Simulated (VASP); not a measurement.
# CdSe (F-43m) in VASP: notebook, part 2 of 2

VASP 6.6.1.

## Step 3: Single point, PBE (volume scaled by 0.97)

File INCAR:

```
  ALGO = Normal
  EDIFF = 1E-7
  ENCUT = 520
  GGA = PE
  ISIF = 2
  ISMEAR = 0
  LASPH = T
  LCHARG = F
  LREAL = F
  LWAVE = F
  NBANDS = 16
  NELM = 80
  PREC = Accurate
  SIGMA = 0.02
```

File KPOINTS:

```
k-points
0
Gamma
  10 10 10
```

File POSCAR:

```
CdSe
1.0
    0.0000000000      3.0671154152      3.0671154152
    3.0671154152      0.0000000000      3.0671154152
    3.0671154152      3.0671154152      0.0000000000
Cd Se
1 1
Direct
    0.0000000000      0.0000000000      0.0000000000
    0.7500000000      0.7500000000      0.7500000000
```

Potentials or basis: VASP PAW PBE potentials, release 64 (Cd, Se).

Started as:

```bash
> cat potpaw_PBE.64/Cd/POTCAR potpaw_PBE.64/Se/POTCAR > POTCAR
> mpirun -np 1 vasp_std > vasp.out
```

OUTCAR:

```text
EDIFF = 1E-7
   ENCUT = 520
   GGA = PE
   ISIF = 2
   ISMEAR = 0
   LASPH = T
   LREAL = F
   NELM = 80
   PREC = Accurate

 ion  position               nearest neighbor table
   1  0.000  0.000  0.000-   2 2.66   2 2.66   2 2.66   2 2.66
   2  0.750  0.750  0.750-   1 2.66   1 2.66   1 2.66   1 2.66

  LATTYP: Found a face centered cubic cell.
 ALAT       =     6.1342308304

  Lattice vectors:

 A1 = (   0.0000000000,   3.0671154152,   3.0671154152)
 A2 = (   3.0671154152,   0.0000000000,   3.0671154152)
 A3 = (   3.0671154152,   3.0671154152,   0.0000000000)

Analysis of symmetry for initial positions (statically):
=====================================================================
 Subroutine PRICEL returns:
 Original cell was already a primitive cell.

 Routine SETGRP: Setting up the symmetry group for a
 face centered cubic supercell.

 Subroutine GETGRP returns: Found 24 space group operations
 (whereof 24 operations were pure point group operations)
 out of a pool of 48 trial point group operations.

The static configuration has the point symmetry T_d .

Analysis of symmetry for dynamics (positions and initial velocities):
=====================================================================
 Subroutine PRICEL returns:
 Original cell was already a primitive cell.

 Routine SETGRP: Setting up the symmetry group for a
 face centered cubic supercell.

 Subroutine GETGRP returns: Found 24 space group operations
 (whereof 24 operations were pure point group operations)
 out of a pool of 48 trial point group operations.

The dynamic configuration has the point symmetry T_d .

 Subroutine INISYM returns: Found 24 space group operations
 (whereof 24 operations are pure point group operations),
 and found     1 'primitive' translations

----------------------------------------------------------------------------------------

                                     Primitive cell

  volume of cell :      57.7059

  direct lattice vectors                    reciprocal lattice vectors
     0.000000000  3.067115415  3.067115415    -0.163019623  0.163019623  0.163019623
     3.067115415  0.000000000  3.067115415     0.163019623 -0.163019623  0.163019623
     3.067115415  3.067115415  0.000000000     0.163019623  0.163019623 -0.163019623

  length of vectors
     4.337556218  4.337556218  4.337556218     0.282358270  0.282358270  0.282358270

  position of ions in fractional coordinates (direct lattice)
     0.000000000  0.000000000  0.000000000
     0.750000000  0.750000000  0.750000000

  ion indices of the primitive-cell ions
   primitive index   ion index
                 1           1
                 2           2

----------------------------------------------------------------------------------------

 KPOINTS: k-points

Automatic generation of k-mesh.
 Grid dimensions read from file:
 generate k-points for:   10   10   10

 Generating k-lattice:

  Cartesian coordinates                     Fractional coordinates (reciprocal lattice)
    -0.016301962  0.016301962  0.016301962     0.100000000  0.000000000  0.000000000
     0.016301962 -0.016301962  0.016301962     0.000000000  0.100000000  0.000000000
     0.016301962  0.016301962 -0.016301962     0.000000000  0.000000000  0.100000000

  Length of vectors
     0.028235827  0.028235827  0.028235827

  Shift w.r.t. Gamma in fractional coordinates (k-lattice)
     0.000000000  0.000000000  0.000000000

 Subroutine IBZKPT returns following result:
 ===========================================

 Found     47 irreducible k-points:

 Following reciprocal coordinates:
            Coordinates               Weight
  0.000000  0.000000  0.000000      1.000000
  0.100000  0.000000  0.000000      8.000000
  0.200000  0.000000  0.000000      8.000000
  0.300000  0.000000  0.000000      8.000000
  0.400000  0.000000  0.000000      8.000000
  0.500000  0.000000  0.000000      4.000000
[... 16 lines left out ...]
  0.300000  0.300000  0.000000      6.000000
  0.400000  0.300000  0.000000     24.000000
 [... further k-points ...]
   k-points           NKPTS =     47   k-points in BZ     NKDIM =     47   number of bands    NBANDS=     16
   number of dos      NEDOS =    301   number of ions     NIONS =      2
   total plane-waves  NPLWV =  32768
   dimension x,y,z NGX =    32 NGY =   32 NGZ =   32
   dimension x,y,z NGXF=    64 NGYF=   64 NGZF=   64
   ions per type =               1   1
   NGX,Y,Z   is equivalent  to a cutoff of  12.26, 12.26, 12.26 a.u.
   NGXF,Y,Z  is equivalent  to a cutoff of  24.53, 24.53, 24.53 a.u.
 SYSTEM =  unknown system
   PREC   = accura    normal or accurate (medium, high low for compatibility)
   ISTART =      0    job   : 0-new  1-cont  2-samecut
   ICHARG =      2    charge: 1-file 2-atom 10-const
   ISPIN  =      1    spin polarized calculation?
   LNONCOLLINEAR =      F non collinear calculations
   LSORBIT =      F    spin-orbit coupling
   LASPH  =      T    aspherical Exc in radial PAW
   ENCUT  =  520.0 eV  38.22 Ry    6.18 a.u.   8.06  8.06  8.06*2*pi/ulx,y,z
   NELM   =     80;   NELMIN=  2; NELMDL= -5     # of ELM steps
   EDIFF  = 0.1E-06   stopping-criterion for ELM
   LREAL  =      F    real-space projection
   EDIFFG = 0.1E-05   stopping-criterion for IOM
   NSW    =      0    number of steps for IOM
   IBRION =     -1    ionic relax: 0-MD 1-quasi-New 2-CG
   NFREE  =      0    steps in history (QN), initial steepest desc. (CG)
   ISIF   =      2    stress and relaxation
   ISYM   =      2    0-nonsym 1-usesym 2-fastsym
   POTIM  = 0.5000    time-step for ionic-motion
   TEBEG  =    0.0;   TEEND  =   0.0 temperature during run
   PSTRESS=    0.0 pullay stress
   NELECT =      18.0000    total number of electrons
   NUPDOWN=      -1.0000    fix difference up-down
   EMIN   =  10.00;   EMAX   =-10.00  energy-range for DOS
   EFERMI =   0.00;   METHOD = LEGACY
   ISMEAR =     0;   SIGMA  =   0.02  broadening in eV -4-tet -1-fermi 0-gaus
   EFERMI_NEDOS =   21; number of points for ismear=-14 and -15
   IALGO  =     38    algorithm
   IMIX   =      4    mixing-type and parameters
     AMIX     =   0.40;   BMIX     =  1.00
     AMIX_MAG =   1.60;   BMIX_MAG =  1.00
  volume/ion in A,a.u.               =      28.85       194.71
  Fermi-wavevector in a.u.,A,eV,Ry     =   1.110262  2.098091 16.771658  1.232682
  Thomas-Fermi vector in A             =   2.246812
   LORBIT       =      0    0 simple, 1 ext, 2 COOP (PROOUT), +10 PAW based schemes
   GGA     = PE    functional components
   LHFCALC =     F    Hartree Fock is set to
   AEXX    =    0.0000 exact exchange contribution
   IVDW    =     0    specifies the selected vdW correction
   LEPSILON=     F    determine dielectric tensor
   LRPA    =     F    only Hartree local field effects (RPA)
 non-spin polarized calculation
 Gauss-broadening in eV      SIGMA  =   0.02
  energy-cutoff  :      520.00
  volume of cell :       57.71
 maximum number of plane-waves:      1588
   NGX = 17   NGY = 17   NGZ = 17

 number of electron      18.0000008 magnetization

 Free energy of the ion-electron system (eV)
  ---------------------------------------------------
  ext. energy  EPLUGINS =         0.00000000
  ---------------------------------------------------
  free energy    TOTEN  =        -5.48923497 eV

  energy without entropy =       -5.48923497  energy(sigma->0) =       -5.48923497

 E-fermi :   0.8769     XC(G=0):  -8.7702

 val. band max:        0.7420069871   @ k =   0.0000   0.0000   0.0000
 cond. band min:       1.2985829458   @ k =   0.0000   0.0000   0.0000
 fundamental gap:      0.5565759587
 Fermi energy:         0.8769307640

 k-point     1 :       0.0000    0.0000    0.0000
  band No.  band energies     occupation
      1     -11.7117      2.00000
      2      -7.1088      2.00000
      3      -7.1088      2.00000
      4      -7.1088      2.00000
      5      -6.7611      2.00000
      6      -6.7611      2.00000
[... 8 lines left out ...]
     15      11.7838      0.00000
     16      11.7838      0.00000
[... 419 lines left out ...]
 k-point    24 :       0.4000    0.3000    0.0000
  band No.  band energies     occupation
      1     -11.3409      2.00000
      2      -6.9512      2.00000
      3      -6.9278      2.00000
      4      -6.8815      2.00000
      5      -6.7200      2.00000
      6      -6.6019      2.00000
[... 8 lines left out ...]
     15      12.8919      0.00000
     16      14.2965      0.00000

 [... further k-points ...]

------------------------ aborting loop because EDIFF is reached ----------------------------------------

  FORCE on cell =-STRESS in cart. coord.  units (eV):
  Direction    XX          YY          ZZ          XY          YZ          ZX
  --------------------------------------------------------------------------------------
  -------------------------------------------------------------------------------------
  Total        0.6218449      0.6218449      0.6218449      0.0000000      0.0000000      0.0000000
  in kB       17.2652287     17.2652287     17.2652287      0.0000000      0.0000000      0.0000000
  external PRESSURE =      17.2652287 kB  Pullay stress =       0.0000000 kB

 VOLUME and BASIS-vectors are now :
 -----------------------------------------------------------------------------
  energy-cutoff  :      520.00
  volume of cell :       57.71
      direct lattice vectors                 reciprocal lattice vectors
     0.000000000  3.067115415  3.067115415    -0.163019623  0.163019623  0.163019623
     3.067115415  0.000000000  3.067115415     0.163019623 -0.163019623  0.163019623
     3.067115415  3.067115415  0.000000000     0.163019623  0.163019623 -0.163019623

 POSITION                                       TOTAL-FORCE (eV/Angst)
 -----------------------------------------------------------------------------------
      0.00000      0.00000      0.00000        -0.000000      0.000000      0.000000
      4.60067      4.60067      4.60067         0.000000     -0.000000     -0.000000
 -----------------------------------------------------------------------------------
    total drift:                                0.000000      0.000000      0.000000

  FREE ENERGIE OF THE ION-ELECTRON SYSTEM (eV)
  ---------------------------------------------------
  free  energy   TOTEN  =        -5.4892349656 eV

  energy  without entropy=       -5.4892349656  energy(sigma->0) =       -5.48923497
```

OSZICAR:

```text
N       E                     dE             d eps       ncg     rms          rms(c)
DAV:   1     0.107577903444E+03    0.10758E+03   -0.88490E+03  1536   0.101E+03
DAV:   2    -0.170505109893E+01   -0.10928E+03   -0.10297E+03  1840   0.246E+02
DAV:   3    -0.584946368205E+01   -0.41444E+01   -0.41375E+01  1768   0.501E+01
DAV:   4    -0.586755809853E+01   -0.18094E-01   -0.18094E-01  1912   0.329E+00
DAV:   5    -0.586767111210E+01   -0.11301E-03   -0.11301E-03  1856   0.230E-01    0.590E+00
DAV:   6    -0.550933642031E+01    0.35833E+00   -0.54531E-01  2232   0.869E+00    0.471E+00
DAV:   7    -0.548801164648E+01    0.21325E-01   -0.14088E-01  1712   0.249E+00    0.204E+00
DAV:   8    -0.548892497975E+01   -0.91333E-03   -0.13000E-02  1736   0.137E+00    0.247E-01
DAV:   9    -0.548911721232E+01   -0.19223E-03   -0.13840E-03  1784   0.472E-01    0.464E-02
DAV:  10    -0.548918495420E+01   -0.67742E-04   -0.15320E-04  1912   0.153E-01    0.433E-02
DAV:  11    -0.548923461070E+01   -0.49656E-04   -0.81764E-05  1816   0.569E-02    0.166E-02
DAV:  12    -0.548923437364E+01    0.23706E-06   -0.18943E-06  1792   0.163E-02    0.616E-03
DAV:  13    -0.548923498589E+01   -0.61226E-06   -0.17391E-06  1856   0.675E-03    0.293E-03
DAV:  14    -0.548923496562E+01    0.20272E-07   -0.56151E-08  1440   0.186E-03
   1 F= -.54892350E+01 E0= -.54892350E+01  d E =-.581242E-24
```

Wall time 25 s (1 thread of Intel Xeon Platinum 8259CL at 2.50GHz (Skylake/Cascade Lake), shared host); peak memory 0.2 GiB.

What came out:

| Property | Result |
| --- | --- |
| Free energy | -5.4892 eV |
| Pressure | 1.7 GPa |
| Band gap on the k mesh | 0.56 eV, direct |

## Step 4: Single point, PBE (volume scaled by 1.03)

File INCAR:

```
PREC = Accurate ; ENCUT = 520
EDIFF = 1E-6 ; ISMEAR = 0
SIGMA = 0.02 ; LREAL = F
LASPH = T ; NELM = 100
ALGO = Normal ; ISIF = 2
LWAVE = F ; LCHARG = F
GGA = PE ; NBANDS = 16
```

File KPOINTS:

```
Automatic mesh
0
Gamma
  10 10 10
```

File POSCAR:

```
CdSe
1.0
    0.0000000000      3.1290940412      3.1290940412
    3.1290940412      0.0000000000      3.1290940412
    3.1290940412      3.1290940412      0.0000000000
Cd Se
1 1
Direct
    0.0000000000      0.0000000000      0.0000000000
    0.7500000000      0.7500000000      0.7500000000
```

Started as:

```bash
> cat potpaw_PBE.64/Cd/POTCAR potpaw_PBE.64/Se/POTCAR > POTCAR
> mpirun -np 1 vasp_std > vasp.out
```

It took 33 s on 1 thread of Intel Xeon Platinum 8259CL at 2.50GHz (Skylake/Cascade Lake), shared host; peak memory 0.22 GiB.

The run converged. Its results:

```
Free energy            : -5.4953 eV
Pressure               : -1.0 GPa
Band gap on the k mesh : 0.43 eV, direct
```

Levels at points of the mesh, in eV from the valence-band top:
```csv
k point,band 6,band 7,band 8,band 9,band 10,band 11,band 12,band 13
"(0.00, 0.00, 0.00)",-7.39,0.00,0.00,0.00,0.43,5.92,5.92,5.92
"(0.50, 0.00, 0.00)",-7.16,-3.92,-0.64,-0.64,2.28,6.41,6.41,7.16
"(0.50, 0.50, 0.00)",-7.10,-3.71,-1.58,-1.58,3.29,3.65,8.73,9.71
```

## Step 5: Summary

| cell | gap on the mesh (eV) | pressure (GPa) |
| --- | --- | --- |
| a = 4.342 Å, angles 60.0°, 2 atoms | 0.55 | 1.6 |
| a = 4.338 Å, angles 60.0°, 2 atoms | 0.56 | 1.7 |
| a = 4.425 Å, angles 60.0°, 2 atoms | 0.43 | -1.0 |

Alike in all rows: task single point; level PBE; potentials or basis VASP PAW PBE potentials, release 64 (Cd, Se); no spin polarisation; k mesh 10 × 10 × 10; cutoff (eV) 520; smearing gaussian 0.02 eV.

Absolute energies hang on the potentials; compare differences alone.
